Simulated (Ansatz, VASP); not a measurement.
# Two plane-wave programs on Al3GaN4

Contents of INCAR:

```
SYSTEM = Al3GaN4
PREC = Accurate
ENCUT = 520
EDIFF = 1E-6
ISMEAR = 0
SIGMA = 0.05
LREAL = .False.
LASPH = .True.
NELM = 100
ALGO = Normal
ISIF = 2
LWAVE = .False.
LCHARG = .False.
GGA = PS
NBANDS = 31
```

KPOINTS

```
Automatic mesh
0
Gamma
  6 6 6
  0 0 0
```

The input POSCAR:

```
Al3GaN4
1.0
    4.0544352532      0.0000000000      0.0000000000
    0.0000000000      4.0544352532      0.0000000000
    0.0000000000      0.0000000000      4.5832746340
Al Ga N
3 1 4
Direct
    0.5000000000      0.5000000000      0.0000000000
    0.5000000000      0.0000000000      0.5000000000
    0.0000000000      0.5000000000      0.5000000000
    0.0000000000      0.0000000000      0.0000000000
    0.7447077174      0.7447077174      0.2552922826
    0.7447077174      0.2552922826      0.7447077174
    0.2552922826      0.7447077174      0.7447077174
    0.2552922826      0.2552922826      0.2552922826
```

Input for Ansatz:

```yaml
crystal:
  lattice:
    - [4.0544352532, 0.0, 0.0]
    - [0.0, 4.0544352532, 0.0]
    - [0.0, 0.0, 4.583274634]
  atoms:
    - { symbol: Al, position: [0.5, 0.5, 0.0] }
    - { symbol: Al, position: [0.5, 0.0, 0.5] }
    - { symbol: Al, position: [0.0, 0.5, 0.5] }
    - { symbol: Ga, position: [0.0, 0.0, 0.0] }
    - { symbol: "N", position: [0.7447077174, 0.7447077174, 0.2552922826] }
    - { symbol: "N", position: [0.7447077174, 0.2552922826, 0.7447077174] }
    - { symbol: "N", position: [0.2552922826, 0.7447077174, 0.7447077174] }
    - { symbol: "N", position: [0.2552922826, 0.2552922826, 0.2552922826] }
basis:
  ecutwfc: 420
kpoints:
  mp_grid: { grid: [6, 6, 6] }
hamiltonian:
  xc: pbesol
scf:
  occupations: { method: gaussian, width: 0.05 }
output:
  forces: true
  stress: true
  eigenvalues: true
```

Change from the starting cell: strain -0.080 along x and y, +0.040 along z, atoms carried along.

Alike in both runs: task single point; functional PBEsol; k mesh 6 × 6 × 6; occupations gaussian, width 0.05 eV; no spin polarisation.

```csv
,VASP,Ansatz
version,VASP 6.6.1,Ansatz 0.2.0
potentials or method,"VASP PAW PBE potentials, release 64 (Al, Ga_d, N), cutoff 520 eV","scalar-relativistic, plane waves, PAW"
valence electrons in the cell,42,42
```

|  | VASP | Ansatz | Ansatz less VASP |
| --- | --- | --- | --- |
| gap on the k mesh at the Fermi level (eV) | 2.91 | 2.91 | +0.008 |
| least direct gap on the mesh (eV) | 2.99 | 3.00 | +0.008 |
| pressure (GPa) | 31.1 | 30.9 | -0.12 |
| traceless stress, the component that is largest in VASP (GPa) | -14.24 | -14.21 | +0.035 |
| rms of the force components (eV/Å) | 0.064 | 0.064 | +0.0003 |

VASP's potentials were made for PBE, not for PBEsol. Atom by atom the forces differ by 0.011 eV/Å (rms over components). Both programs put the cell under a high pressure, so it lies far from rest at this level.
